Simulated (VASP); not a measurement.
Here is a VASP 6.6.1 calculation.

The input INCAR:

```
SYSTEM = Si2W
  PREC = Accurate
  ENCUT = 520
  EDIFF = 1E-6
  ISMEAR = -1
  SIGMA = 0.05
  LREAL = .FALSE.
  LASPH = .TRUE.
  NELM = 80
  ALGO = Normal
  ISIF = 2
  LWAVE = .FALSE.
  LCHARG = .FALSE.
  GGA = PE
  NBANDS = 18
```

File KPOINTS:

```
regular mesh
0
G
  11 11 14
  0 0 0
```

POSCAR

```
Si2W
1.0
   -1.6614600000      1.5826600000      3.9400000000
    1.5826600000     -1.6614600000      3.9400000000
    1.6293400000      1.6293400000     -3.9721200000
Si W
2 1
Direct
    0.3330000000      0.3330000000      0.0000000000
    0.6670000000      0.6670000000      0.0000000000
    0.0000000000      0.0000000000      0.0000000000
```

Potentials or basis: VASP PAW PBE potentials, release 64 (Si, W_sv).

Command:

```bash
$ cat potpaw_PBE.64/Si/POTCAR potpaw_PBE.64/W_sv/POTCAR > POTCAR
$ mpirun -np 1 vasp_std > vasp.out
```

Problem. Estimate the largest force.

Solution. 0.200 eV/Å.

Problem. Estimate the band gap on the k mesh.

Solution. Zero (bands 11 and 12 overlap by 1.20 eV).

Problem. What does it give for the pressure?

Solution. 2.1 GPa.

Stress tensor (GPa, compression positive):
```
2.94 4.35 4.30
4.35 2.94 4.30
4.30 4.30 0.33
```

Caveat: the cell differs from its parent crystal (equal xy, yz and zx shear strains of -2 %); spin-orbit coupling is left out, which moves the levels of the heavy elements.
